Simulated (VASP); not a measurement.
Runs of VASP 6.6.1 on CdSe (Cadmoselite). The structure is that of space group P6_3mc (No. 186), or close to it. The cells are those of the table. 

```tsv
task	level	cell	cutoff (eV)	gap on the mesh (eV)	pressure (GPa)
relaxation of cell and atoms	PBEsol	relaxed from a = 4.300, b = 4.300, c = 7.020 Å, angles 90.0, 90.0, 120.0°, 4 atoms	600	0.53	0.0
single point	r2SCAN	a = 4.282, b = 4.282, c = 6.981 Å, angles 90.0, 90.0, 120.0°, 4 atoms	520	1.19	(b)
single point	r2SCAN	a = 4.398, b = 4.398, c = 7.170 Å, angles 90.0, 90.0, 120.0°, 4 atoms	520	1.00	(a)
relaxation of the atoms	r2SCAN	atoms relaxed from a = 4.312, b = 4.312, c = 7.029 Å, angles 90.0, 90.0, 120.0°, 4 atoms	520	1.14	1.4
single point	r2SCAN	a = 4.312, b = 4.312, c = 7.029 Å, angles 90.0, 90.0, 120.0°, 4 atoms	520	1.14	1.4
```

Alike in all rows: potentials or basis VASP PAW PBE potentials, release 64 (Cd, Se); no spin polarisation; k mesh 6 × 6 × 4; smearing fermi-dirac 0.02 eV.

**Question.** Fill in the values left out.

**Answer.** (a) -1.6; (b) 2.6.

Caveats: the PAW data sets were made with another functional, which shifts forces and pressure a little; the relaxation stopped at its first step, so nothing moved (some runs).

A k mesh can miss the band edges, and the runs leave out spin-orbit coupling on Cd, Se.
